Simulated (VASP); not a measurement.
# LiF (P6_3/mmc) in VASP: notebook

LiF is run at these levels: PBE, LDA, PBEsol; tasks: single point.

Everything below comes from runs of VASP 6.6.1. Logs are shortened: lines on timing, memory, paths and dates and some standing lists are left out, and cuts for length are marked.

**1. The cell of the first run**

It takes space group P6_3/mmc (No. 194, hexagonal). Conventional cell: a = 3.280 Å, b = 3.280 Å, c = 4.000 Å, α = 90.00°, β = 90.00°, γ = 120.00°. Li (site symmetry -6m2) has 5 F at 1.89 to 2.00 Å within 2.5 Å. F (site symmetry -6m2) has 5 Li at 1.89 to 2.00 Å within 2.5 Å.

**2. Single point, PBE**

The input, INCAR:

```
ALGO = Normal ; EDIFF = 1E-6
ENCUT = 520 ; GGA = PE
ISIF = 2 ; ISMEAR = 0
LASPH = T ; LCHARG = F
LREAL = F ; LWAVE = F
NBANDS = 18 ; NELM = 60
PREC = Accurate ; SIGMA = 0.01
```

The input, KPOINTS:

```
k-points
0
Gamma
  6 6 4
```

The input, POSCAR:

```
LiF
1.0
    3.2800799273      0.0000000000      0.0000000000
   -1.6400399637      2.8406325435      0.0000000000
    0.0000000000      0.0000000000      3.9995957589
Li F
2 2
Direct
    0.3333333333      0.6666666667      0.2500000000
    0.6666666667      0.3333333333      0.7500000000
    0.6666666667      0.3333333333      0.2500000000
    0.3333333333      0.6666666667      0.7500000000
```

Potentials or basis: VASP PAW PBE potentials, release 64 (Li_sv, F).

Started as:

```bash
$ cat potpaw_PBE.64/Li_sv/POTCAR potpaw_PBE.64/F/POTCAR > POTCAR
$ mpirun -np 1 vasp_std > vasp.out
```

OUTCAR:

```text
EDIFF = 1E-6
   ENCUT = 520
   GGA = PE
   ISIF = 2
   ISMEAR = 0
   LASPH = T
   LREAL = F
   NELM = 60
   PREC = Accurate

 ion  position               nearest neighbor table
   1  0.333  0.667  0.250-   3 1.89   3 1.89   3 1.89   4 2.00   4 2.00
   2  0.667  0.333  0.750-   4 1.89   4 1.89   4 1.89   3 2.00   3 2.00
   3  0.667  0.333  0.250-   1 1.89   1 1.89   1 1.89   2 2.00   2 2.00
   4  0.333  0.667  0.750-   2 1.89   2 1.89   2 1.89   1 2.00   1 2.00

  LATTYP: Found a hexagonal cell.
 ALAT       =     3.2800799273
 C/A-ratio  =     1.2193592374

  Lattice vectors:

 A1 = (   3.2800799273,   0.0000000000,   0.0000000000)
 A2 = (  -1.6400399637,   2.8406325435,   0.0000000000)
 A3 = (   0.0000000000,   0.0000000000,   3.9995957589)

Analysis of symmetry for initial positions (statically):
=====================================================================
 Subroutine PRICEL returns:
 Original cell was already a primitive cell.

 Routine SETGRP: Setting up the symmetry group for a
 hexagonal supercell.

 Subroutine GETGRP returns: Found 24 space group operations
 (whereof 12 operations were pure point group operations)
 out of a pool of 24 trial point group operations.

The static configuration has the point symmetry D_3d.
 The point group associated with its full space group is D_6h.

Analysis of symmetry for dynamics (positions and initial velocities):
=====================================================================
 Subroutine PRICEL returns:
 Original cell was already a primitive cell.

 Routine SETGRP: Setting up the symmetry group for a
 hexagonal supercell.

 Subroutine GETGRP returns: Found 24 space group operations
 (whereof 12 operations were pure point group operations)
 out of a pool of 24 trial point group operations.

The dynamic configuration has the point symmetry D_3d.
 The point group associated with its full space group is D_6h.

 Subroutine INISYM returns: Found 24 space group operations
 (whereof 12 operations are pure point group operations),
 and found     1 'primitive' translations

----------------------------------------------------------------------------------------

                                     Primitive cell

  volume of cell :      37.2662

  direct lattice vectors                    reciprocal lattice vectors
     3.280079927  0.000000000  0.000000000     0.304870620  0.176017134  0.000000000
    -1.640039964  2.840632543  0.000000000     0.000000000  0.352034269  0.000000000
     0.000000000  0.000000000  3.999595759     0.000000000  0.000000000  0.250025268

  length of vectors
     3.280079927  3.280079927  3.999595759     0.352034269  0.352034269  0.250025268

  position of ions in fractional coordinates (direct lattice)
     0.333333333  0.666666667  0.250000000
     0.666666667  0.333333333  0.750000000
     0.666666667  0.333333333  0.250000000
     0.333333333  0.666666667  0.750000000

  ion indices of the primitive-cell ions
   primitive index   ion index
                 1           1
                 2           2
                 3           3
                 4           4

----------------------------------------------------------------------------------------

 KPOINTS: k-points

Automatic generation of k-mesh.
 Grid dimensions read from file:
 generate k-points for:    6    6    4

 Generating k-lattice:

  Cartesian coordinates                     Fractional coordinates (reciprocal lattice)
     0.050811770  0.029336189  0.000000000     0.166666667  0.000000000  0.000000000
     0.000000000  0.058672378  0.000000000     0.000000000  0.166666667  0.000000000
     0.000000000  0.000000000  0.062506317     0.000000000  0.000000000  0.250000000

  Length of vectors
     0.058672378  0.058672378  0.062506317

  Shift w.r.t. Gamma in fractional coordinates (k-lattice)
     0.000000000  0.000000000  0.000000000

 Subroutine IBZKPT returns following result:
 ===========================================

 Found     21 irreducible k-points:

 Following reciprocal coordinates:
            Coordinates               Weight
  0.000000  0.000000  0.000000      1.000000
  0.166667  0.000000  0.000000      6.000000
  0.333333  0.000000  0.000000      6.000000
  0.500000  0.000000  0.000000      3.000000
  0.166667  0.166667  0.000000      6.000000
  0.333333  0.166667  0.000000     12.000000
[... 13 lines left out ...]
  0.333333  0.166667  0.500000     12.000000
  0.333333  0.333333  0.500000      2.000000
   k-points           NKPTS =     21   k-points in BZ     NKDIM =     21   number of bands    NBANDS=     18
   number of dos      NEDOS =    301   number of ions     NIONS =      4
   total plane-waves  NPLWV =  17280
   dimension x,y,z NGX =    24 NGY =   24 NGZ =   30
   dimension x,y,z NGXF=    48 NGYF=   48 NGZF=   60
   ions per type =               2   2
   NGX,Y,Z   is equivalent  to a cutoff of  12.16, 12.16, 12.47 a.u.
   NGXF,Y,Z  is equivalent  to a cutoff of  24.33, 24.33, 24.94 a.u.
 SYSTEM =  unknown system
   PREC   = accura    normal or accurate (medium, high low for compatibility)
   ISTART =      0    job   : 0-new  1-cont  2-samecut
   ICHARG =      2    charge: 1-file 2-atom 10-const
   ISPIN  =      1    spin polarized calculation?
   LNONCOLLINEAR =      F non collinear calculations
   LSORBIT =      F    spin-orbit coupling
   LASPH  =      T    aspherical Exc in radial PAW
   ENCUT  =  520.0 eV  38.22 Ry    6.18 a.u.   6.10  6.10  7.44*2*pi/ulx,y,z
   NELM   =     60;   NELMIN=  2; NELMDL= -5     # of ELM steps
   EDIFF  = 0.1E-05   stopping-criterion for ELM
   LREAL  =      F    real-space projection
   EDIFFG = 0.1E-04   stopping-criterion for IOM
   NSW    =      0    number of steps for IOM
   IBRION =     -1    ionic relax: 0-MD 1-quasi-New 2-CG
   NFREE  =      0    steps in history (QN), initial steepest desc. (CG)
   ISIF   =      2    stress and relaxation
   ISYM   =      2    0-nonsym 1-usesym 2-fastsym
   POTIM  = 0.5000    time-step for ionic-motion
   TEBEG  =    0.0;   TEEND  =   0.0 temperature during run
   PSTRESS=    0.0 pullay stress
   NELECT =      20.0000    total number of electrons
   NUPDOWN=      -1.0000    fix difference up-down
   EMIN   =  10.00;   EMAX   =-10.00  energy-range for DOS
   EFERMI =   0.00;   METHOD = LEGACY
   ISMEAR =     0;   SIGMA  =   0.01  broadening in eV -4-tet -1-fermi 0-gaus
   EFERMI_NEDOS =   21; number of points for ismear=-14 and -15
   IALGO  =     38    algorithm
   IMIX   =      4    mixing-type and parameters
     AMIX     =   0.40;   BMIX     =  1.00
     AMIX_MAG =   1.60;   BMIX_MAG =  1.00
  volume/ion in A,a.u.               =       9.32        62.87
  Fermi-wavevector in a.u.,A,eV,Ry     =   1.330392  2.514076 24.081536  1.769943
  Thomas-Fermi vector in A             =   2.459482
   LORBIT       =      0    0 simple, 1 ext, 2 COOP (PROOUT), +10 PAW based schemes
   GGA     = PE    functional components
   LHFCALC =     F    Hartree Fock is set to
   AEXX    =    0.0000 exact exchange contribution
   IVDW    =     0    specifies the selected vdW correction
   LEPSILON=     F    determine dielectric tensor
   LRPA    =     F    only Hartree local field effects (RPA)
 non-spin polarized calculation
 Gauss-broadening in eV      SIGMA  =   0.01
  energy-cutoff  :      520.00
  volume of cell :       37.27
 maximum number of plane-waves:      1032
   NGX = 13   NGY = 13   NGZ = 15

 number of electron      19.9999999 magnetization

 Free energy of the ion-electron system (eV)
  ---------------------------------------------------
  ext. energy  EPLUGINS =         0.00000000
  ---------------------------------------------------
  free energy    TOTEN  =       -19.26218983 eV

  energy without entropy =      -19.26218983  energy(sigma->0) =      -19.26218983

 E-fermi :  -1.7292     XC(G=0):  -9.1408

 val. band max:       -1.7786154204   @ k =   0.0000   0.0000   0.0000
 cond. band min:       6.0370149907   @ k =   0.0000   0.0000   0.0000
 fundamental gap:      7.8156304111
 Fermi energy:        -1.7291553594

 k-point     1 :       0.0000    0.0000    0.0000
  band No.  band energies     occupation
      1     -42.6091      2.00000
      2     -42.5273      2.00000
      3     -21.6930      2.00000
      4     -21.0281      2.00000
      5      -4.6723      2.00000
      6      -3.0511      2.00000
[... 10 lines left out ...]
     17      16.4389      0.00000
     18      22.2625      0.00000

 k-point     2 :       0.1667    0.0000    0.0000
  band No.  band energies     occupation
      1     -42.6010      2.00000
      2     -42.5289      2.00000
      3     -21.6527      2.00000
      4     -21.0675      2.00000
      5      -4.4791      2.00000
      6      -3.2313      2.00000
[... 10 lines left out ...]
     17      17.1326      0.00000
     18      19.3069      0.00000

 k-point     3 :       0.3333    0.0000    0.0000
  band No.  band energies     occupation
      1     -42.5819      2.00000
      2     -42.5349      2.00000
      3     -21.5473      2.00000
      4     -21.1701      2.00000
      5      -3.9837      2.00000
      6      -3.7174      2.00000
[... 10 lines left out ...]
     17      17.7402      0.00000
     18      18.9189      0.00000

 k-point     4 :       0.5000    0.0000    0.0000
  band No.  band energies     occupation
      1     -42.5687      2.00000
      2     -42.5417      2.00000
      3     -21.4614      2.00000
      4     -21.2546      2.00000
      5      -3.9800      2.00000
      6      -3.6242      2.00000
[... 312 lines left out ...]
      4     -21.3938      2.00000
      5      -3.7149      2.00000
      6      -3.7149      2.00000
[... 10 lines left out ...]
     17      17.5324      0.00000
     18      17.5324      0.00000

 k-point    20 :       0.3333    0.1667    0.5000
  band No.  band energies     occupation
      1     -42.5539      2.00000
      2     -42.5539      2.00000
      3     -21.3870      2.00000
      4     -21.3870      2.00000
      5      -3.9020      2.00000
      6      -3.9020      2.00000
[... 10 lines left out ...]
     17      18.1359      0.00000
     18      18.1359      0.00000

 k-point    21 :       0.3333    0.3333    0.5000
  band No.  band energies     occupation
      1     -42.5523      2.00000
      2     -42.5523      2.00000
      3     -21.3849      2.00000
      4     -21.3849      2.00000
      5      -3.7498      2.00000
      6      -3.7498      2.00000
[... 10 lines left out ...]
     17      18.7957      0.00000
     18      18.7957      0.00000

------------------------ aborting loop because EDIFF is reached ----------------------------------------

  FORCE on cell =-STRESS in cart. coord.  units (eV):
  Direction    XX          YY          ZZ          XY          YZ          ZX
  --------------------------------------------------------------------------------------
  -------------------------------------------------------------------------------------
  Total        0.6799679      0.6799679      0.7765919     -0.0000000      0.0000000      0.0000000
  in kB       29.2336767     29.2336767     33.3878060     -0.0000000      0.0000000      0.0000000
  external PRESSURE =      30.6183865 kB  Pullay stress =       0.0000000 kB

 VOLUME and BASIS-vectors are now :
 -----------------------------------------------------------------------------
  energy-cutoff  :      520.00
  volume of cell :       37.27
      direct lattice vectors                 reciprocal lattice vectors
     3.280079927  0.000000000  0.000000000     0.304870620  0.176017134  0.000000000
    -1.640039964  2.840632543  0.000000000     0.000000000  0.352034269  0.000000000
     0.000000000  0.000000000  3.999595759     0.000000000  0.000000000  0.250025268

 POSITION                                       TOTAL-FORCE (eV/Angst)
 -----------------------------------------------------------------------------------
     -0.00000      1.89376      0.99990        -0.000000      0.000000      0.000000
      1.64004      0.94688      2.99970         0.000000     -0.000000      0.000000
      1.64004      0.94688      0.99990         0.000000     -0.000000     -0.000000
     -0.00000      1.89376      2.99970        -0.000000     -0.000000      0.000000
 -----------------------------------------------------------------------------------
    total drift:                               -0.000000     -0.000000     -0.000000

  FREE ENERGIE OF THE ION-ELECTRON SYSTEM (eV)
  ---------------------------------------------------
  free  energy   TOTEN  =       -19.2621898258 eV

  energy  without entropy=      -19.2621898258  energy(sigma->0) =      -19.26218983
```

Run time: 14 s. Hardware: 1 thread of Intel Xeon 8259CL, shared host; peak memory 0.14 GiB.

Results:

| Item | Value |
| --- | --- |
| Free energy | -19.2622 eV |
| Band gap on the k mesh | 7.82 eV |

Levels at points of the mesh, in eV from the valence-band top:
| k point | band 8 | band 9 | band 10 | band 11 | band 12 | band 13 |
| --- | --- | --- | --- | --- | --- | --- |
| (0.00, 0.00, 0.00) | -0.48 | -0.48 | 0.00 | 7.82 | 14.80 | 16.41 |
| (0.50, 0.00, 0.00) | -1.03 | -0.90 | -0.48 | 10.47 | 13.61 | 15.18 |
| (0.00, 0.00, 0.50) | -0.87 | -0.87 | -0.87 | 10.33 | 10.33 | 16.88 |
| (0.50, 0.00, 0.50) | -1.19 | -0.40 | -0.40 | 11.00 | 11.00 | 15.75 |

Caveat: the cutoff is under 1.25 times the usual one of these potentials, so pressure, stress and relaxed cells hold a basis-set (Pulay) error.

**3. Single point, LDA**

This run uses another cell than the first one, of 8.77 Å³/atom.

The input, INCAR:

```
SYSTEM = LiF
  PREC = Accurate
  ENCUT = 520
  EDIFF = 1E-6
  ISMEAR = -1
  SIGMA = 0.02
  LREAL = .FALSE.
  LASPH = .TRUE.
  NELM = 100
  ALGO = Normal
  ISIF = 2
  LWAVE = .FALSE.
  LCHARG = .FALSE.
  GGA = CA
  NBANDS = 18
```

The input, KPOINTS:

```
Automatic mesh
0
G
  12 12 6
  0 0 0
```

The input, POSCAR:

```
LiF
1.0
    3.2206238262      0.0000000000      0.0000000000
   -1.6103119131      2.7891420495      0.0000000000
    0.0000000000      0.0000000000      3.9073963593
Li F
2 2
Direct
    0.3333333333      0.6666666667      0.2500000000
    0.6666666667      0.3333333333      0.7500000000
    0.6666666667      0.3333333333      0.2500000000
    0.3333333333      0.6666666667      0.7500000000
```

Potentials or basis: VASP PAW LDA potentials, release 64 (Li_sv, F).

Started as:

```bash
$ cat potpaw_LDA.64/Li_sv/POTCAR potpaw_LDA.64/F/POTCAR > POTCAR
$ mpirun -np 1 vasp_std > vasp.out
```

Run time: 35 s. Hardware: 1 thread of Intel Xeon 8259CL, shared host; peak memory 0.15 GiB.

Results (log left out):

```yaml
Free_energy: -20.8691 eV
Band_gap_on_the_k_mesh: 7.83 eV
```

Levels at points of the mesh, in eV from the valence-band top:
| k point | band 8 | band 9 | band 10 | band 11 | band 12 | band 13 |
| --- | --- | --- | --- | --- | --- | --- |
| (0.00, 0.00, 0.00) | -0.51 | -0.51 | 0.00 | 7.83 | 14.97 | 16.54 |
| (0.50, 0.00, 0.00) | -1.10 | -1.02 | -0.50 | 10.34 | 13.90 | 15.11 |
| (0.00, 0.00, 0.50) | -0.95 | -0.95 | -0.95 | 10.41 | 10.41 | 16.75 |
| (0.50, 0.00, 0.50) | -1.32 | -0.44 | -0.44 | 10.86 | 10.86 | 15.95 |

Caveat: the cutoff is under 1.25 times the usual one of these potentials, so pressure, stress and relaxed cells hold a basis-set (Pulay) error. A k mesh can miss the band edges.

(Part 1 of 2 ends here.)
